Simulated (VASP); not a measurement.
# LiAl16 in VASP: further runs, part 2 of 2

VASP 6.6.1. The steps go on from the part before.

## (3) Single point, PBE+D3(BJ)

INCAR reads:

```
ALGO = Normal
EDIFF = 1E-6
ENCUT = 520
GGA = PE
ISIF = 2
ISMEAR = 0
IVDW = 12
LASPH = T
LCHARG = F
LREAL = Auto
LWAVE = F
NBANDS = 40
NELM = 60
PREC = Accurate
SIGMA = 0.05
```

KPOINTS reads:

```
k-points
0
Gamma
  2 3 1
```

POSCAR reads:

```
LiAl16
1.0
    8.1000000000      0.0000000000      0.0000000000
    0.0000000000      5.7275650000      0.0000000000
    0.0000000000      0.0000000000     15.2956740000
Al Li
16 1
Direct
    0.2500000000      0.2499999564      0.0653780278
    0.7500000000      0.2499999564      0.0653780278
    0.2500000000      0.7500000436      0.0653780278
    0.7500000000      0.7500000436      0.0653780278
   -0.0012411111      0.0001625473      0.1484878666
    0.5012411111      0.0001627219      0.1484876051
   -0.0012472840      0.4996179005      0.1485153253
    0.5012471605      0.4996177259      0.1485151292
    0.2500002469      0.2497902686      0.2418731597
    0.7500001235      0.2497565719      0.2384058395
    0.2499997531      0.7496512043      0.2421602997
    0.7500006173      0.7498706693      0.2413845248
    0.0035614815     -0.0018620478      0.3248855199
    0.4964391358     -0.0018620478      0.3248851277
    0.0034191358      0.5012437222      0.3249104289
    0.4965813580      0.5012437222      0.3249101020
    0.7500014815      0.2489632156      0.4176364507
```

Potentials or basis: VASP PAW PBE potentials, release 64 (Al, Li_sv).

On the command line:

```
> cat potpaw_PBE.64/Al/POTCAR potpaw_PBE.64/Li_sv/POTCAR > POTCAR
> mpirun -np 1 vasp_std > vasp.out
```

OUTCAR:

```text
EDIFF = 1E-6
   ENCUT = 520
   GGA = PE
   ISIF = 2
   ISMEAR = 0
   IVDW = 12
   LASPH = T
   LREAL = Auto
   NELM = 60
   PREC = Accurate
 IVDW          = 12

 ion  position               nearest neighbor table
   1  0.250  0.250  0.065-   9 2.70   8 2.79   7 2.79   6 2.79   5 2.79   3 2.86   3 2.86
   2  0.750  0.250  0.065-  10 2.65   8 2.78   7 2.78   6 2.78   5 2.78   4 2.86   4 2.86
   3  0.250  0.750  0.065-  11 2.70   6 2.79   5 2.79   8 2.80   7 2.80   1 2.86   1 2.86
   4  0.750  0.750  0.065-  12 2.69   6 2.78   5 2.78   8 2.78   7 2.78   2 2.86   2 2.86
   5  0.999  0.000  0.148-  13 2.70   2 2.78   4 2.78   1 2.79   3 2.79  10 2.83  12 2.85   7 2.86
                             7 2.87   9 2.87  11 2.87
   6  0.501  0.000  0.148-  14 2.70   2 2.78   4 2.78   1 2.79   3 2.79  10 2.83  12 2.85   8 2.86
                             8 2.87   9 2.87  11 2.87
   7  0.999  0.500  0.149-  15 2.70   2 2.78   4 2.78   1 2.79   3 2.80  10 2.83  12 2.85   5 2.86
                             5 2.87   9 2.87  11 2.87
   8  0.501  0.500  0.149-  16 2.70   2 2.78   4 2.78   1 2.79   3 2.80  10 2.83  12 2.85   6 2.86
                             6 2.87   9 2.87  11 2.87
   9  0.250  0.250  0.242-   1 2.70  14 2.77  13 2.77  16 2.77  15 2.77  11 2.86  11 2.86   6 2.87
                             5 2.87   8 2.87   7 2.87
  10  0.750  0.250  0.238-   2 2.65  17 2.74   5 2.83   6 2.83   7 2.83   8 2.83  16 2.84  15 2.84
                            14 2.84  13 2.84  12 2.86  12 2.86
  11  0.250  0.750  0.242-   3 2.70  13 2.76  14 2.76  15 2.76  16 2.76   9 2.86   9 2.86   7 2.87
                             8 2.87   5 2.87   6 2.87
  12  0.750  0.750  0.241-   4 2.69  13 2.81  14 2.81  15 2.81  16 2.81   7 2.85   8 2.85   5 2.85
                             6 2.85  10 2.86  10 2.86
  13  0.004  0.998  0.325-   5 2.70  11 2.76   9 2.77  12 2.81  10 2.84  15 2.85  17 2.88  15 2.88

  14  0.496  0.998  0.325-   6 2.70  11 2.76   9 2.77  12 2.81  10 2.84  16 2.85  17 2.88  16 2.88

  15  0.003  0.501  0.325-   7 2.70  11 2.76   9 2.77  12 2.81  10 2.84  13 2.85  13 2.88  17 2.88

  16  0.497  0.501  0.325-   8 2.70  11 2.76   9 2.77  12 2.81  10 2.84  14 2.85  14 2.88  17 2.88

  17  0.750  0.249  0.418-  10 2.74  13 2.88  14 2.88  15 2.88  16 2.88

  LATTYP: Found a simple orthorhombic cell.
 ALAT       =     5.7275650000
 B/A-ratio  =     1.4142135445
[... 174 lines left out ...]
   LEPSILON=     F    determine dielectric tensor
   LRPA    =     F    only Hartree local field effects (RPA)
 non-spin polarized calculation
 Gauss-broadening in eV      SIGMA  =   0.05
  energy-cutoff  :      520.00
  volume of cell :      709.62
 maximum number of plane-waves:     19139
   NGX = 31   NGY = 21   NGZ = 57

 number of electron      50.9999997 magnetization

 Free energy of the ion-electron system (eV)
  ---------------------------------------------------
  ext. energy  EPLUGINS =         0.00000000
  ---------------------------------------------------
  free energy    TOTEN  =       -56.96236577 eV

  energy without entropy =      -56.95123001  energy(sigma->0) =      -56.95679789

 E-fermi :   0.6328     XC(G=0):  -5.1689

 val. band max:        0.5925939699   @ k =   0.0000   0.3333   0.0000
 cond. band min:       0.6707160414   @ k =   0.0000   0.3333   0.0000
 fundamental gap:      0.0781220715
 Fermi energy:         0.6328438311

 k-point     1 :       0.0000    0.0000    0.0000
  band No.  band energies     occupation
      1     -46.5956      2.00000
      2      -9.5832      2.00000
      3      -7.3972      2.00000
      4      -7.3785      2.00000
      5      -7.0400      2.00000
      6      -5.1833      2.00000
[... 149 lines left out ...]
     36       3.1720      0.00000
     37       3.3478      0.00000
 [bands above 37 left out]

------------------------ aborting loop because EDIFF is reached ----------------------------------------

 Edisp (eV)   -3.55036

 E8    (eV) :    -1.6617

  FORCE on cell =-STRESS in cart. coord.  units (eV):
  Direction    XX          YY          ZZ          XY          YZ          ZX
  --------------------------------------------------------------------------------------
  -------------------------------------------------------------------------------------
  Total       3.82400   -16.89197    -0.21516     0.00000     0.01443     0.00000
  in kB       8.63385   -38.13882    -0.48579     0.00000     0.03259     0.00000
  external pressure =      -10.00 kB  Pullay stress =        0.00 kB

 VOLUME and BASIS-vectors are now :
 -----------------------------------------------------------------------------
  energy-cutoff  :      520.00
  volume of cell :      709.62
      direct lattice vectors                 reciprocal lattice vectors
     8.100000000  0.000000000  0.000000000     0.123456790  0.000000000  0.000000000
     0.000000000  5.727565000  0.000000000     0.000000000  0.174594265  0.000000000
     0.000000000  0.000000000 15.295674000     0.000000000  0.000000000  0.065377962

 POSITION                                       TOTAL-FORCE (eV/Angst)
 -----------------------------------------------------------------------------------
      2.02500      1.43189      1.00000         0.000000     -0.000636      0.012929
      6.07500      1.43189      1.00000         0.000000     -0.000315     -0.109942
      2.02500      4.29567      1.00000         0.000000     -0.001972      0.070458
      6.07500      4.29567      1.00000         0.000000     -0.001745      0.042892
      8.08995      0.00093      2.27122         0.003746      0.001076      0.000597
      4.06005      0.00093      2.27122        -0.003746      0.001076      0.000597
[... 9 lines left out ...]
      4.02231      2.87091      4.96972         0.001716      0.002745     -0.005080
      6.07501      1.42595      6.38803         0.000000      0.001841      0.005125
 -----------------------------------------------------------------------------------
    total drift:                               -0.003431      0.002945     -0.009990

  FREE ENERGIE OF THE ION-ELECTRON SYSTEM (eV)
  ---------------------------------------------------
  free  energy   TOTEN  =       -60.5127226767 eV

  energy  without entropy=      -60.5015869137  energy(sigma->0) =      -60.50715480
```

stdout:

```text
POSCAR found type information on POSCAR AlLi
 POSCAR found :  2 types and      17 ions
 scaLAPACK will be used
 LDA part: xc-table for (Slater+PW92), standard interpolation
 POSCAR, INCAR and KPOINTS ok, starting setup
 FFT: planning ... GRIDC
 FFT: planning ... GRID_SOFT
 FFT: planning ... GRID
 WAVECAR not read
 entering main loop
```

Wall time 2.2 min (1 thread of Intel Xeon 6975P-C (Granite Rapids), shared host); peak memory 0.66 GiB.

What came out:

| Property | Result |
| --- | --- |
| Free energy | -60.5127 eV |
| Largest force | 0.110 eV/Å |
| Dispersion energy per atom | -0.209 eV |

Forces in eV/Å, atoms in the order of the input:
```
Al   0.000 -0.001  0.013
Al   0.000  0.000 -0.110
Al   0.000 -0.002  0.070
Al   0.000 -0.002  0.043
Al   0.004  0.001  0.001
Al  -0.004  0.001  0.001
Al   0.003 -0.001  0.000
Al  -0.003 -0.001  0.000
Al   0.000  0.000  0.003
Al   0.000  0.002  0.000
Al   0.000  0.001 -0.002
Al   0.000  0.000 -0.001
Al   0.000 -0.003 -0.006
Al   0.000 -0.003 -0.006
Al  -0.002  0.003 -0.005
Al   0.002  0.003 -0.005
Li   0.000  0.002  0.005
```

Caveat: the k points lie up to 0.39 Å⁻¹ apart; the cutoff is under 1.25 times the usual one of these potentials, so pressure, stress and relaxed cells hold a basis-set (Pulay) error.

## (4) Single point, PBE+D3(BJ)

INCAR reads:

```
ALGO     = Normal         # electronic algorithm
EDIFF    = 1E-6           # SCF threshold, eV
ENCUT    = 520            # plane-wave cutoff, eV
GGA      = PE             # functional
ISIF     = 2              # what is computed and relaxed
ISMEAR   = 0              # smearing method
IVDW     = 12             # dispersion correction
LASPH    = True           # aspherical terms in the spheres
LCHARG   = False          # write CHGCAR
LREAL    = Auto         
LWAVE    = False          # write WAVECAR
NBANDS   = 40             # bands
NELM     = 100            # most SCF steps
PREC     = Accurate       # precision mode
SIGMA    = 0.05           # smearing width, eV
```

KPOINTS is that of step 3.

POSCAR reads:

```
LiAl16
1.0
    8.1000000000      0.0000000000      0.0000000000
    0.0000000000      5.7275650000      0.0000000000
    0.0000000000      0.0000000000     15.2956740000
Al Li
16 1
Direct
    0.2500000000      0.2499999564      0.0653780278
    0.7500000000      0.2499999564      0.0653780278
    0.2500000000      0.7500000436      0.0653780278
    0.7500000000      0.7500000436      0.0653780278
   -0.0040916049     -0.0000036665      0.1485563173
    0.5040917284     -0.0000036665      0.1485563173
   -0.0007235802      0.4999981668      0.1478424553
    0.5007235802      0.4999981668      0.1478424553
    0.2500001235      0.2402155192      0.2397898909
    0.7500001235      0.2549751945      0.2423748702
    0.2500001235      0.7597717355      0.2397915254
    0.7500001235      0.7449860456      0.2423797081
   -0.0026518519     -0.0000019205      0.3252195359
    0.5026519753     -0.0000019205      0.3252195359
    0.0205330864      0.4999920560      0.3221758649
    0.4794671605      0.4999920560      0.3221758649
    0.7500001235      0.4999037113      0.4173329662
```

On the command line:

```
> cat potpaw_PBE.64/Al/POTCAR potpaw_PBE.64/Li_sv/POTCAR > POTCAR
> mpirun -np 1 vasp_std > vasp.out
```

Wall time 2 min (1 thread of Intel Xeon 6975P-C (Granite Rapids), shared host); peak memory 0.66 GiB.

It converged, with:

```yaml
Free_energy: -60.3648 eV
Largest_force: 0.054 eV/Å
Dispersion_energy_per_atom: -0.209 eV
```

Forces in eV/Å, atoms in the order of the input:
```
Al   0.000 -0.016 -0.051
Al   0.000 -0.008  0.053
Al   0.000  0.016 -0.051
Al   0.000  0.008  0.054
Al   0.000  0.000  0.001
Al   0.000  0.000  0.001
Al   0.002  0.000 -0.001
Al  -0.002  0.000 -0.001
Al   0.000  0.004 -0.002
Al   0.000 -0.005  0.000
Al   0.000 -0.006 -0.002
Al   0.000  0.005  0.000
Al   0.002  0.000 -0.002
Al  -0.002  0.000 -0.002
Al   0.006  0.000 -0.001
Al  -0.006  0.000 -0.001
Li   0.000  0.001  0.005
```

Levels at points of the mesh, in eV from the Fermi level:
| k point | band 23 | band 24 | band 25 | band 26 | band 27 | band 28 |
| --- | --- | --- | --- | --- | --- | --- |
| (0.00, 0.00, 0.00) | -0.79 | -0.72 | -0.68 | 0.01 | 0.09 | 0.18 |
| (0.50, 0.00, 0.00) | -0.98 | -0.98 | -0.95 | 0.34 | 0.39 | 0.47 |

Caveat: the k points lie up to 0.39 Å⁻¹ apart; the cutoff is under 1.25 times the usual one of these potentials, so pressure, stress and relaxed cells hold a basis-set (Pulay) error.
